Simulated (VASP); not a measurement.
# PrAs3Au2 (P6/mmm) in VASP: further runs

PrAs3Au2 is run at these levels: PBE; tasks: single point, relaxation of cell and atoms.

All numbers are computed with VASP 6.6.1; they aren't measurements. Logs are shortened: lines on timing, memory, paths and dates and some standing lists are left out, and cuts for length are marked.

## (1) The cell of the first run

Symmetry: P6/mmm, No. 191, hexagonal system. Conventional cell: a = 4.469 Å, b = 4.469 Å, c = 9.599 Å, α = 90.00°, β = 90.00°, γ = 120.00°. Pr (site symmetry 6/mmm) has 6 Au at 2.58 Å and 2 As at 3.06 Å within 3.4 Å. As (site symmetry 6/mmm) has 2 As at 1.74 Å within 2.3 Å. As (site symmetry 6mm) has 1 As at 1.74 Å within 2.3 Å. Within 3.4 Å of Au (site symmetry -6m2) lie 3 Au at 2.58 Å and 3 Pr at 2.58 Å.

The cell was generated, and may not be a known phase.

## (2) Single point, PBE

INCAR

```
SYSTEM = PrAs3Au2
PREC = Accurate
ENCUT = 500
EDIFF = 1E-6
ISMEAR = 0
SIGMA = 0.1
LREAL = .FALSE.
LASPH = .TRUE.
NELM = 200
ALGO = Normal
ISIF = 2
LWAVE = .FALSE.
LCHARG = .FALSE.
GGA = PE
NBANDS = 33
GGA_COMPAT = .FALSE.
LMAXMIX = 6
```

KPOINTS

```
Automatic mesh
0
G
  6 6 2
  0 0 0
```

POSCAR

```
PrAs3Au2
1.0
    4.4691647200      0.0000000000      0.0000000000
   -2.2345823600      3.8704101800      0.0000000000
    0.0000000000      0.0000000000      9.5985595200
Pr As Au
1 3 2
Direct
    0.0000000000      0.0000000000      0.5000000000
    0.0000000000      0.0000000000      0.0000000000
    0.0000000000      0.0000000000      0.8185028300
    0.0000000000      0.0000000000      0.1814971700
    0.3333333300      0.6666666700      0.5000000000
    0.6666666700      0.3333333300      0.5000000000
```

Potentials or basis: VASP PAW PBE potentials, release 64 (Pr_3, As, Au), 4f in core.

Command:

```sh
$ cat potpaw_PBE.64/Pr_3/POTCAR potpaw_PBE.64/As/POTCAR potpaw_PBE.64/Au/POTCAR > POTCAR
$ mpirun -np 1 vasp_std > vasp.out
```

OUTCAR:

```text
SYSTEM = PrAs3Au2
   PREC = Accurate
   ENCUT = 500
   EDIFF = 1E-6
   ISMEAR = 0
   LREAL = .FALSE.
   LASPH = .TRUE.
   NELM = 200
   ISIF = 2
   GGA = PE

 ion  position               nearest neighbor table
   1  0.000  0.000  0.500-   5 2.58   6 2.58   5 2.58   6 2.58   6 2.58   5 2.58   3 3.06   4 3.06

   2  0.000  0.000  0.000-   3 1.74   4 1.74
   3  0.000  0.000  0.819-   2 1.74   1 3.06
   4  0.000  0.000  0.181-   2 1.74   1 3.06
   5  0.333  0.667  0.500-   6 2.58   1 2.58   6 2.58   1 2.58   1 2.58   6 2.58
   6  0.667  0.333  0.500-   5 2.58   1 2.58   5 2.58   1 2.58   1 2.58   5 2.58

  LATTYP: Found a hexagonal cell.
 ALAT       =     4.4691647200
 C/A-ratio  =     2.1477300841

  Lattice vectors:

 A1 = (   4.4691647200,   0.0000000000,   0.0000000000)
 A2 = (  -2.2345823600,   3.8704101800,   0.0000000000)
 A3 = (   0.0000000000,   0.0000000000,   9.5985595200)

Analysis of symmetry for initial positions (statically):
=====================================================================
 Subroutine PRICEL returns:
 Original cell was already a primitive cell.

 Routine SETGRP: Setting up the symmetry group for a
 hexagonal supercell.

 Subroutine GETGRP returns: Found 24 space group operations
 (whereof 24 operations were pure point group operations)
 out of a pool of 24 trial point group operations.

The static configuration has the point symmetry D_6h.

Analysis of symmetry for dynamics (positions and initial velocities):
=====================================================================
 Subroutine PRICEL returns:
 Original cell was already a primitive cell.

 Routine SETGRP: Setting up the symmetry group for a
 hexagonal supercell.

 Subroutine GETGRP returns: Found 24 space group operations
 (whereof 24 operations were pure point group operations)
 out of a pool of 24 trial point group operations.

The dynamic configuration has the point symmetry D_6h.

 Subroutine INISYM returns: Found 24 space group operations
 (whereof 24 operations are pure point group operations),
 and found     1 'primitive' translations

----------------------------------------------------------------------------------------

                                     Primitive cell

  volume of cell :     166.0311

  direct lattice vectors                    reciprocal lattice vectors
     4.469164720  0.000000000  0.000000000     0.223755458  0.129185274  0.000000000
    -2.234582360  3.870410180  0.000000000     0.000000000  0.258370548  0.000000000
     0.000000000  0.000000000  9.598559520     0.000000000  0.000000000  0.104182299

  length of vectors
     4.469164720  4.469164719  9.598559520     0.258370548  0.258370548  0.104182299

  position of ions in fractional coordinates (direct lattice)
     0.000000000  0.000000000  0.500000000
     0.000000000  0.000000000  0.000000000
     0.000000000  0.000000000  0.818502830
     0.000000000  0.000000000  0.181497170
     0.333333330  0.666666670  0.500000000
     0.666666670  0.333333330  0.500000000

  ion indices of the primitive-cell ions
   primitive index   ion index
                 1           1
                 2           2
                 3           3
                 4           4
                 5           5
                 6           6

----------------------------------------------------------------------------------------

 KPOINTS: Automatic mesh

Automatic generation of k-mesh.
 Grid dimensions read from file:
 generate k-points for:    6    6    2

 Generating k-lattice:

  Cartesian coordinates                     Fractional coordinates (reciprocal lattice)
     0.037292576  0.021530879  0.000000000     0.166666667  0.000000000  0.000000000
     0.000000000  0.043061758  0.000000000     0.000000000  0.166666667  0.000000000
     0.000000000  0.000000000  0.052091150     0.000000000  0.000000000  0.500000000

  Length of vectors
     0.043061758  0.043061758  0.052091150

  Shift w.r.t. Gamma in fractional coordinates (k-lattice)
     0.000000000  0.000000000  0.000000000

 Subroutine IBZKPT returns following result:
 ===========================================

 Found     14 irreducible k-points:

 Following reciprocal coordinates:
            Coordinates               Weight
  0.000000  0.000000  0.000000      1.000000
  0.166667 -0.000000  0.000000      6.000000
  0.333333 -0.000000  0.000000      6.000000
  0.500000 -0.000000  0.000000      3.000000
  0.166667  0.166667  0.000000      6.000000
  0.333333  0.166667  0.000000     12.000000
  0.333333  0.333333  0.000000      2.000000
  0.000000  0.000000  0.500000      1.000000
  0.166667 -0.000000  0.500000      6.000000
  0.333333 -0.000000  0.500000      6.000000
  0.500000 -0.000000  0.500000      3.000000
  0.166667  0.166667  0.500000      6.000000
  0.333333  0.166667  0.500000     12.000000
  0.333333  0.333333  0.500000      2.000000
   k-points           NKPTS =     14   k-points in BZ     NKDIM =     14   number of bands    NBANDS=     33
   number of dos      NEDOS =    301   number of ions     NIONS =      6
   total plane-waves  NPLWV =  90720
   dimension x,y,z NGX =    36 NGY =   36 NGZ =   70
   dimension x,y,z NGXF=    72 NGYF=   72 NGZF=  140
   ions per type =               1   3   2
   NGX,Y,Z   is equivalent  to a cutoff of  13.39, 13.39, 12.12 a.u.
   NGXF,Y,Z  is equivalent  to a cutoff of  26.78, 26.78, 24.25 a.u.
 SYSTEM =  PrAs3Au2
   PREC   = accura    normal or accurate (medium, high low for compatibility)
   ISTART =      0    job   : 0-new  1-cont  2-samecut
   ICHARG =      2    charge: 1-file 2-atom 10-const
   ISPIN  =      1    spin polarized calculation?
   LNONCOLLINEAR =      F non collinear calculations
   LSORBIT =      F    spin-orbit coupling
   LASPH  =      T    aspherical Exc in radial PAW
   ENCUT  =  500.0 eV  36.75 Ry    6.06 a.u.   8.15  8.15 17.50*2*pi/ulx,y,z
   NELM   =    200;   NELMIN=  2; NELMDL= -5     # of ELM steps
   EDIFF  = 0.1E-05   stopping-criterion for ELM
   LREAL  =      F    real-space projection
   EDIFFG = 0.1E-04   stopping-criterion for IOM
   NSW    =      0    number of steps for IOM
   IBRION =     -1    ionic relax: 0-MD 1-quasi-New 2-CG
   NFREE  =      0    steps in history (QN), initial steepest desc. (CG)
   ISIF   =      2    stress and relaxation
   ISYM   =      2    0-nonsym 1-usesym 2-fastsym
   POTIM  = 0.5000    time-step for ionic-motion
   TEBEG  =    0.0;   TEEND  =   0.0 temperature during run
   PSTRESS=    0.0 pullay stress
   NELECT =      48.0000    total number of electrons
   NUPDOWN=      -1.0000    fix difference up-down
   EMIN   =  10.00;   EMAX   =-10.00  energy-range for DOS
   EFERMI =   0.00;   METHOD = LEGACY
   ISMEAR =     0;   SIGMA  =   0.10  broadening in eV -4-tet -1-fermi 0-gaus
   EFERMI_NEDOS =   21; number of points for ismear=-14 and -15
   IALGO  =     38    algorithm
   IMIX   =      4    mixing-type and parameters
     AMIX     =   0.40;   BMIX     =  1.00
     AMIX_MAG =   1.60;   BMIX_MAG =  1.00
  volume/ion in A,a.u.               =      27.67       186.74
  Fermi-wavevector in a.u.,A,eV,Ry     =   1.082494  2.045617 15.943211  1.171793
  Thomas-Fermi vector in A             =   2.218537
   LORBIT       =      0    0 simple, 1 ext, 2 COOP (PROOUT), +10 PAW based schemes
   GGA     = PE    functional components
   LHFCALC =     F    Hartree Fock is set to
   AEXX    =    0.0000 exact exchange contribution
   IVDW    =     0    specifies the selected vdW correction
   LEPSILON=     F    determine dielectric tensor
   LRPA    =     F    only Hartree local field effects (RPA)
 non-spin polarized calculation
 Gauss-broadening in eV      SIGMA  =   0.10
  energy-cutoff  :      500.00
  volume of cell :      166.03
 maximum number of plane-waves:      4232
 NGX is ok and might be reduce to    36
   NGX = 17   NGY = 17   NGZ = 35

 number of electron      47.9999997 magnetization

 Free energy of the ion-electron system (eV)
  ---------------------------------------------------
  ext. energy  EPLUGINS =         0.00000000
  ---------------------------------------------------
  free energy    TOTEN  =       -10.83364875 eV

  energy without entropy =      -10.80739540  energy(sigma->0) =      -10.82052207

 E-fermi :   3.2425     XC(G=0):  -8.8910

 val. band max:        3.2422457363   @ k =   0.3333   0.3333   0.5000
 cond. band min:       3.2592154779   @ k =   0.0000   0.0000   0.0000
 fundamental gap:      0.0169697416
 Fermi energy:         3.2425080725

 k-point     1 :       0.0000    0.0000    0.0000
  band No.  band energies     occupation
      1     -32.6173      2.00000
      2     -15.4131      2.00000
      3     -15.4131      2.00000
      4     -14.6789      2.00000
      5     -12.2960      2.00000
      6      -8.9525      2.00000
[... 25 lines left out ...]
     32       7.2526      0.00000
     33       7.5736      0.00000

 k-point     2 :       0.1667   -0.0000    0.0000
  band No.  band energies     occupation
      1     -32.6060      2.00000
      2     -15.4922      2.00000
      3     -15.3715      2.00000
      4     -14.6841      2.00000
      5     -12.2688      2.00000
      6      -8.9239      2.00000
[... 25 lines left out ...]
     32       7.9727      0.00000
     33       9.3714      0.00000

 k-point     3 :       0.3333   -0.0000    0.0000
  band No.  band energies     occupation
      1     -32.5839      2.00000
      2     -15.6032      2.00000
      3     -15.2863      2.00000
      4     -14.6948      2.00000
      5     -12.2133      2.00000
      6      -8.8654      2.00000
[... 25 lines left out ...]
     32       8.3773      0.00000
     33       9.9603      0.00000

 k-point     4 :       0.5000   -0.0000    0.0000
  band No.  band energies     occupation
      1     -32.5731      2.00000
      2     -15.6367      2.00000
      3     -15.2428      2.00000
      4     -14.7005      2.00000
      5     -12.1850      2.00000
      6      -8.8355      2.00000
[... 25 lines left out ...]
     32       8.1611      0.00000
     33       8.5448      0.00000

 k-point     5 :       0.1667    0.1667    0.0000
  band No.  band energies     occupation
      1     -32.5894      2.00000
      2     -15.5627      2.00000
      3     -15.3227      2.00000
      4     -14.6922      2.00000
      5     -12.2274      2.00000
      6      -8.8802      2.00000
[... 244 lines left out ...]
 k-point    12 :       0.1667    0.1667    0.5000
  band No.  band energies     occupation
      1     -32.5894      2.00000
      2     -15.5627      2.00000
      3     -15.3227      2.00000
      4     -14.6942      2.00000
      5     -12.2133      2.00000
      6      -8.9290      2.00000
[... 25 lines left out ...]
     32       8.8116      0.00000
     33       9.0465      0.00000

 k-point    13 :       0.3333    0.1667    0.5000
  band No.  band energies     occupation
      1     -32.5734      2.00000
      2     -15.5723      2.00000
      3     -15.2941      2.00000
      4     -14.7027      2.00000
      5     -12.1717      2.00000
      6      -8.8817      2.00000
[... 25 lines left out ...]
     32       8.4392      0.00000
     33       8.9447      0.00000

 k-point    14 :       0.3333    0.3333    0.5000
  band No.  band energies     occupation
      1     -32.5685      2.00000
      2     -15.4199      2.00000
      3     -15.4199      2.00000
      4     -14.7058      2.00000
      5     -12.1577      2.00000
      6      -8.8659      2.00000
[... 25 lines left out ...]
     32       8.2721      0.00000
     33       8.7728      0.00000

------------------------ aborting loop because EDIFF is reached ----------------------------------------

  FORCE on cell =-STRESS in cart. coord.  units (eV):
  Direction    XX          YY          ZZ          XY          YZ          ZX
  --------------------------------------------------------------------------------------
  -------------------------------------------------------------------------------------
  Total       39.3825435     39.3825435     79.9520678      0.0000000      0.0000000      0.0000000
  in kB      380.0361649    380.0361646    771.5265317      0.0000000      0.0000000      0.0000000
  external PRESSURE =     510.5329537 kB  Pullay stress =       0.0000000 kB

 VOLUME and BASIS-vectors are now :
 -----------------------------------------------------------------------------
  energy-cutoff  :      500.00
  volume of cell :      166.03
      direct lattice vectors                 reciprocal lattice vectors
     4.469164720  0.000000000  0.000000000     0.223755458  0.129185274  0.000000000
    -2.234582360  3.870410180  0.000000000     0.000000000  0.258370548  0.000000000
     0.000000000  0.000000000  9.598559520     0.000000000  0.000000000  0.104182299

 POSITION                                       TOTAL-FORCE (eV/Angst)
 -----------------------------------------------------------------------------------
      0.00000      0.00000      4.79928         0.000000     -0.000000     -0.000000
      0.00000      0.00000      0.00000         0.000000     -0.000000     -0.000000
      0.00000      0.00000      7.85645         0.000000     -0.000000    -23.217074
      0.00000      0.00000      1.74211         0.000000     -0.000000     23.217074
     -0.00000      2.58027      4.79928        -0.000000      0.000000      0.000000
      2.23458      1.29014      4.79928         0.000000      0.000000     -0.000000
 -----------------------------------------------------------------------------------
    total drift:                               -0.000000      0.000000      0.000000

  FREE ENERGIE OF THE ION-ELECTRON SYSTEM (eV)
  ---------------------------------------------------
  free  energy   TOTEN  =       -10.8336487496 eV

  energy  without entropy=      -10.8073953987  energy(sigma->0) =      -10.82052207
```

Wall time 1.7 min (1 thread of AMD EPYC 7R43 (Zen 3), shared host); peak memory 0.27 GiB.

What came out:

* Free energy: -10.8336 eV
* Pressure: 51.1 GPa
* Largest force: 23.217 eV/Å
* Band gap on the k mesh: zero (bands 24 and 25 overlap by 0.12 eV)

Forces in eV/Å, atoms in the order of the input:
```
Pr    0.000   0.000   0.000
As    0.000   0.000   0.000
As    0.000   0.000 -23.217
As    0.000   0.000  23.217
Au    0.000   0.000   0.000
Au    0.000   0.000   0.000
```

Caveat: the stress differs along the axes, from 38 to 77 GPa; spin-orbit coupling is left out, which moves the levels of the heavy elements; the 4f electrons are frozen in the core, so they carry no moment and show no levels; forces of over 1 eV/Å act on the atoms, so gaps and moduli don't describe the material at rest. Spin polarisation is off, so any magnetic state and its effect on volume and gap are missing.

## (3) Single point, PBE

This run uses another cell than the first one, of 40.90 Å³/atom.

INCAR is that of step 2.

KPOINTS is that of step 2.

POSCAR

```
PrAs3Au2
1.0
    5.2570251642      0.0000000000      0.0000000000
   -2.6285125821      4.5527173405      0.0000000000
    0.0000000000      0.0000000000     10.2531645315
Pr As Au
1 3 2
Direct
    0.0000000000      0.0000000000      0.5000000000
    0.0000000000      0.0000000000      0.0000000000
    0.0000000000      0.0000000000      0.7897289647
    0.0000000000      0.0000000000      0.2102710353
    0.3333333333      0.6666666667      0.5000000000
    0.6666666667      0.3333333333      0.5000000000
```

Potentials or basis: VASP PAW PBE potentials, release 64 (Pr_3, As, Au), 4f in core.

Command:

```sh
$ cat potpaw_PBE.64/Pr_3/POTCAR potpaw_PBE.64/As/POTCAR potpaw_PBE.64/Au/POTCAR > POTCAR
$ mpirun -np 1 vasp_std > vasp.out
```

OUTCAR:

```text
SYSTEM = PrAs3Au2
   PREC = Accurate
   ENCUT = 500
   EDIFF = 1E-6
   ISMEAR = 0
   LREAL = .FALSE.
   LASPH = .TRUE.
   NELM = 200
   ISIF = 2
   GGA = PE

 ion  position               nearest neighbor table
   1  0.000  0.000  0.500-   3 2.97   4 2.97   5 3.04   6 3.04   5 3.04   6 3.04   6 3.04   5 3.04

   2  0.000  0.000  0.000-   3 2.16   4 2.16
   3  0.000  0.000  0.790-   2 2.16   1 2.97
   4  0.000  0.000  0.210-   2 2.16   1 2.97
   5  0.333  0.667  0.500-   6 3.04   1 3.04   6 3.04   1 3.04   1 3.04   6 3.04
   6  0.667  0.333  0.500-   5 3.04   1 3.04   5 3.04   1 3.04   1 3.04   5 3.04
[... 699 lines left out ...]
  -------------------------------------------------------------------------------------
  Total        0.3536166      0.3536166      0.5734440      0.0000000      0.0000000      0.0000000
  in kB        2.3087372      2.3087372      3.7439749      0.0000000      0.0000000      0.0000000
  external PRESSURE =       2.7871498 kB  Pullay stress =       0.0000000 kB

 VOLUME and BASIS-vectors are now :
 -----------------------------------------------------------------------------
  energy-cutoff  :      500.00
  volume of cell :      245.40
      direct lattice vectors                 reciprocal lattice vectors
     5.257025164  0.000000000  0.000000000     0.190221650  0.109824521  0.000000000
    -2.628512582  4.552717341  0.000000000     0.000000000  0.219649041  0.000000000
     0.000000000  0.000000000 10.253164531     0.000000000  0.000000000  0.097530864

 POSITION                                       TOTAL-FORCE (eV/Angst)
 -----------------------------------------------------------------------------------
      0.00000      0.00000      5.12658        -0.000000      0.000000      0.000000
      0.00000      0.00000      0.00000        -0.000000      0.000000      0.000000
      0.00000      0.00000      8.09722        -0.000000     -0.000000     -0.102335
      0.00000      0.00000      2.15594        -0.000000     -0.000000      0.102335
     -0.00000      3.03514      5.12658        -0.000000      0.000000      0.000000
      2.62851      1.51757      5.12658         0.000000      0.000000     -0.000000
 -----------------------------------------------------------------------------------
    total drift:                               -0.000000      0.000000      0.000000

  FREE ENERGIE OF THE ION-ELECTRON SYSTEM (eV)
  ---------------------------------------------------
  free  energy   TOTEN  =       -23.1242535972 eV

  energy  without entropy=      -23.1186500828  energy(sigma->0) =      -23.12145184
```

OSZICAR:

```text
N       E                     dE             d eps       ncg     rms          rms(c)
DAV:   1     0.288793890193E+03    0.28879E+03   -0.19373E+04   924   0.118E+03
DAV:   2    -0.511424670489E+01   -0.29391E+03   -0.27823E+03  1118   0.247E+02
DAV:   3    -0.232338584334E+02   -0.18120E+02   -0.17648E+02  1357   0.549E+01
DAV:   4    -0.239538265198E+02   -0.71997E+00   -0.71625E+00  1317   0.949E+00
DAV:   5    -0.239725923355E+02   -0.18766E-01   -0.18752E-01  1221   0.121E+00    0.834E+00
DAV:   6    -0.231909248721E+02    0.78167E+00   -0.31543E+00  1054   0.110E+01    0.485E+00
DAV:   7    -0.231454608761E+02    0.45464E-01   -0.28411E-01  1048   0.280E+00    0.261E+00
DAV:   8    -0.231232957215E+02    0.22165E-01   -0.68140E-02  1137   0.138E+00    0.236E-01
DAV:   9    -0.231234202974E+02   -0.12458E-03   -0.75210E-03  1178   0.463E-01    0.155E-01
DAV:  10    -0.231240421152E+02   -0.62182E-03   -0.68850E-04  1146   0.133E-01    0.572E-02
DAV:  11    -0.231242355810E+02   -0.19347E-03   -0.17152E-04   971   0.677E-02    0.135E-02
DAV:  12    -0.231242453089E+02   -0.97279E-05   -0.11491E-05  1125   0.159E-02    0.649E-03
DAV:  13    -0.231242532261E+02   -0.79172E-05   -0.14120E-05   972   0.169E-02    0.182E-03
DAV:  14    -0.231242535972E+02   -0.37104E-06   -0.65735E-07   652   0.379E-03
   1 F= -.23124254E+02 E0= -.23121452E+02  d E =-.560351E-02
```

It took 2.1 min on 1 thread of AMD EPYC 7R43 (Zen 3), shared host; peak memory 0.37 GiB.

Results:

```yaml
Free_energy: -23.1243 eV
Pressure: 0.3 GPa
Largest_force: 0.102 eV/Å
Band_gap_on_the_k_mesh: zero (filled and empty bands touch)
```

Forces in eV/Å, atoms in the order of the input:
```
Pr   0.000  0.000  0.000
As   0.000  0.000  0.000
As   0.000  0.000 -0.102
As   0.000  0.000  0.102
Au   0.000  0.000  0.000
Au   0.000  0.000  0.000
```

Caveat: spin-orbit coupling is left out, which moves the levels of the heavy elements; the 4f electrons are frozen in the core, so they carry no moment and show no levels. Spin polarisation is off, so any magnetic state and its effect on volume and gap are missing.

[end of part 1 of 2]

The gap in the log of VASP goes by the Fermi energy; the results here count the filled bands.